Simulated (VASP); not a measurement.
Input of a VASP 6.6.1 run:

INCAR

```
SYSTEM = Ni
  PREC = Accurate
  ENCUT = 520
  EDIFF = 1E-7
  ISMEAR = -1
  SIGMA = 0.08
  LREAL = .FALSE.
  LASPH = .TRUE.
  NELM = 150
  ALGO = Normal
  ISIF = 2
  LWAVE = .FALSE.
  LCHARG = .FALSE.
  ISPIN = 2
  MAGMOM = 1 1 1
  LORBIT = 11
  LMAXMIX = 4
  GGA = PE
  NBANDS = 26
```

KPOINTS

```
regular mesh
0
G
  9 9 12
  0 0 0
```

File POSCAR:

```
Ni
1.0
    3.8319494491      0.0000000000      0.0000000000
   -1.9159747246      3.3185655690      0.0000000000
    0.0000000000      0.0000000000      2.3103792246
Ni
3
Direct
    0.0000000000      0.0000000000      0.0000000000
    0.3333333333      0.6666666667      0.5000000000
    0.6666666667      0.3333333333      0.5000000000
```

Potentials or basis: VASP PAW PBE potentials, release 64 (Ni).

Run with:

```sh
$ cat potpaw_PBE.64/Ni/POTCAR > POTCAR
$ mpirun -np 1 vasp_std > vasp.out
```

Problem. Predict the site moments.

Solution. Ni +0.50, +0.54 μB.

Problem. Predict the pressure.

Solution. 31.9 GPa.

Stress tensor (GPa, compression positive):
```
31.96  0.00  0.00
 0.00 31.96  0.00
 0.00  0.00 31.66
```
